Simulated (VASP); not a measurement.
A run of VASP 6.6.1:

POSCAR

```
SiNi
1.0
    4.4967800000      0.0000000000      0.0000000000
    0.0000000000      4.4967800000      0.0000000000
    0.0000000000      0.0000000000      4.4967800000
Si Ni
4 4
Direct
    0.8601000000      0.8601000000      0.8601000000
    0.6399000000      0.1399000000      0.3601000000
    0.3601000000      0.6399000000      0.1399000000
    0.1399000000      0.3601000000      0.6399000000
    0.1470000000      0.1470000000      0.1470000000
    0.3530000000      0.8530000000      0.6470000000
    0.6470000000      0.3530000000      0.8530000000
    0.8530000000      0.6470000000      0.3530000000
```

File INCAR.step1:

```
SYSTEM = SiNi
PREC     = Accurate       ! precision mode
ENCUT    = 600            ! plane-wave cutoff, eV
ISMEAR   = 0              ! smearing method
SIGMA    = 0.1            ! smearing width, eV
LREAL    = .FALSE.        ! projectors in reciprocal space
LASPH    = .TRUE.         ! aspherical terms in the spheres
NELM     = 80             ! most SCF steps
GGA      = PE             ! functional
ALGO     = Normal         ! electronic algorithm
EDIFF    = 1E-4           ! SCF threshold, eV
LWAVE    = .TRUE.         ! write WAVECAR
LCHARG   = .FALSE.        ! write CHGCAR
```

The input INCAR.step2:

```
SYSTEM = SiNi
PREC     = Accurate       ! precision mode
ENCUT    = 600            ! plane-wave cutoff, eV
EDIFF    = 1E-7           ! SCF threshold, eV
ISMEAR   = 0              ! smearing method
SIGMA    = 0.1            ! smearing width, eV
LREAL    = .FALSE.        ! projectors in reciprocal space
LASPH    = .TRUE.         ! aspherical terms in the spheres
NELM     = 80             ! most SCF steps
ALGO     = Normal         ! electronic algorithm
ISIF     = 3              ! what is computed and relaxed
LWAVE    = .FALSE.        ! write WAVECAR
LCHARG   = .FALSE.        ! write CHGCAR
METAGGA  = R2SCAN         ! meta-GGA
LMIXTAU  = .TRUE.       
IBRION   = 2              ! ionic algorithm
NSW      = 100            ! ionic steps
EDIFFG   = -0.05          ! ionic threshold
ISTART   = 1
```

File KPOINTS:

```
regular mesh
0
G
  4 4 4
  0 0 0
```

Potentials or basis: VASP PAW PBE potentials, release 64 (Si, Ni).

Run with:

```bash
$ cat potpaw_PBE.64/Si/POTCAR potpaw_PBE.64/Ni/POTCAR > POTCAR
$ cp INCAR.step1 INCAR
$ mpirun -np 1 vasp_std > vasp.out
$ cp INCAR.step2 INCAR
$ mpirun -np 1 vasp_std > vasp.out
```

Hardware: 1 thread of Intel Xeon 8259CL (shared host).

**Question.** Estimate the wall time of this run.

**Answer.** Wall time 19 min on 1 thread of Intel Xeon 8259CL (shared host), peak memory 0.24 GiB. Counts: k points 11, ion steps 7.
